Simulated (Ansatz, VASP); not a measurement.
## Cu in VASP and in Ansatz

INCAR

```
PREC = Accurate ; ENCUT = 520
EDIFF = 1E-6 ; ISMEAR = 0
SIGMA = 0.15 ; LREAL = F
LASPH = T ; NELM = 100
ALGO = Normal ; ISIF = 2
LWAVE = F ; LCHARG = F
GGA = PE ; NBANDS = 12
```

File KPOINTS:

```
Automatic mesh
0
Gamma
  22 22 22
```

The input POSCAR:

```
Cu
1.0
    0.0000000000      1.7171250000      1.8978750000
    1.7171250000      0.0000000000      1.8978750000
    1.7171250000      1.7171250000      0.0000000000
Cu
1
Direct
    0.0000000000      0.0000000000      0.0000000000
```

Input for Ansatz:

```yaml
crystal:
  lattice:
    - [0.0, 1.717125, 1.897875]
    - [1.717125, 0.0, 1.897875]
    - [1.717125, 1.717125, 0.0]
  atoms:
    - { symbol: Cu, position: [0.0, 0.0, 0.0] }
basis:
  ecutwfc: 420
kpoints:
  mp_grid: { grid: [22, 22, 22] }
hamiltonian:
  xc: pbe
scf:
  occupations: { method: gaussian, width: 0.15 }
output:
  forces: true
  stress: true
  eigenvalues: true
```

Change from the starting cell: strain -0.050 along x and y, +0.050 along z, atoms carried along.

Alike in both runs: task single point; functional PBE; k mesh 22 × 22 × 22; occupations gaussian, width 0.15 eV; no spin polarisation.

```csv
,VASP,Ansatz
version,VASP 6.6.1,Ansatz 0.2.0
potentials or method,"VASP PAW PBE potentials, release 64 (Cu), cutoff 520 eV","scalar-relativistic, plane waves, PAW"
valence electrons in the cell,11,19
```

|  | VASP | Ansatz | Ansatz less VASP |
| --- | --- | --- | --- |
| gap on the k mesh at the Fermi level (eV) | none | none | - |
| pressure (GPa) | 12.1 | 11.5 | -0.55 |
| traceless stress, the component that is largest in VASP (GPa) | -6.28 | -6.26 | +0.017 |

A gap of «none» marks a metal or a gap that the smearing closes. With one functional, cell and mesh, what is left measures potentials, basis and numerics. VASP's potentials hold 11 valence electrons a cell and Ansatz's 19, so a difference there can come from the potentials and not from the codes.
